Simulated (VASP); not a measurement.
Input of a VASP 6.6.1 run:

The input INCAR:

```
  PREC = Accurate
  ENCUT = 520
  EDIFF = 1E-6
  ISMEAR = -1
  SIGMA = 0.05
  LREAL = False
  LASPH = True
  NELM = 100
  ALGO = Normal
  ISIF = 2
  LWAVE = False
  LCHARG = False
  GGA = CA
  NBANDS = 21
```

KPOINTS

```
regular mesh
0
Gamma
  10 10 10
```

The input POSCAR:

```
Ge
1.0
    0.0000000000      2.8287700000      2.8853454000
    2.8287700000      0.0000000000      2.8853454000
    2.8287700000      2.8287700000      0.0000000000
Ge
2
Direct
    0.5000000000      0.5000000000      0.5000000000
    0.7500000000      0.7500000000      0.7500000000
```

Potentials or basis: VASP PAW LDA potentials, release 64 (Ge_d).

Run with:

```console
$ cat potpaw_LDA.64/Ge_d/POTCAR > POTCAR
$ mpirun -np 1 vasp_std > vasp.out
```

**Question.** What does it give for the pressure?

**Answer.** -2.3 GPa.

**Question.** What does it give for the band gap on the k mesh?

**Answer.** Zero (bands 14 and 15 overlap by 0.05 eV).

Stress tensor (GPa, compression positive):
```
-1.87  0.00  0.00
 0.00 -1.87  0.00
 0.00  0.00 -3.31
```

Caveat: the cell differs from its parent crystal (zz strain of +2 %); semilocal functionals underestimate gaps, so a narrow gap can read as zero.
